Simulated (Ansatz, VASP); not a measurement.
## One calculation of AlN, two programs

The input INCAR:

```
  PREC = Accurate
  ENCUT = 520
  EDIFF = 1E-8
  ISMEAR = -1
  SIGMA = 0.02
  LREAL = False
  LASPH = True
  NELM = 80
  ALGO = Normal
  ISIF = 2
  LWAVE = False
  LCHARG = False
  GGA = PE
  LEFG = True
  NBANDS = 11
```

File KPOINTS:

```
Automatic mesh
0
Gamma
  10 10 10
```

File POSCAR:

```
AlN
1.0
   -0.0395600000      1.9582200000      1.9582200000
    1.9582200000     -0.0395600000      1.9582200000
    1.9582200000      1.9582200000     -0.0395600000
Al N
1 1
Direct
    0.0000000000      0.0000000000      0.0000000000
    0.5000000000      0.5000000000      0.5000000000
```

Input for Ansatz:

```yaml
crystal:
  lattice:
    - [-0.03956, 1.95822, 1.95822]
    - [1.95822, -0.03956, 1.95822]
    - [1.95822, 1.95822, -0.03956]
  atoms:
    - { symbol: Al, position: [0.0, 0.0, 0.0] }
    - { symbol: "N", position: [0.5, 0.5, 0.5] }
kpoints:
  mp_grid: { grid: [10, 10, 10] }
scf:
  occupations: { method: fermi_dirac, width: 0.02 }
hamiltonian:
  xc: pbe
  pseudopotentials: { kind: all_electron, datasets: crystal }
output:
  forces: true
  stress: true
  eigenvalues: true
  efg: { contact_densities: true }
```

Change from the starting cell: equal xy, yz and zx shear strains of -2 %, crystal datasets.

Alike in both runs: task electric field gradients; functional PBE; k mesh 10 × 10 × 10; occupations fermi-dirac, width 0.02 eV; no spin polarisation.

```csv
,VASP,Ansatz
version,VASP 6.6.1,Ansatz 0.2.0
potentials or method,"VASP PAW PBE potentials, release 64 (Al, N), cutoff 520 eV","all-electron PAW with datasets made for the crystal, scalar-relativistic"
```

```tsv
	VASP	Ansatz	Ansatz less VASP
gap on the k mesh at the Fermi level (eV)	4.60	4.60	+0.007
pressure (GPa)	25.4	25.7	+0.29
traceless stress, the component that is largest in VASP (GPa)	6.68	6.67	-0.007
size of Vzz on the site where it differs most (V/Å²)	0.6	1.5	+0.88
```

Ansatz ran all-electron here, and VASP with PAW potentials.
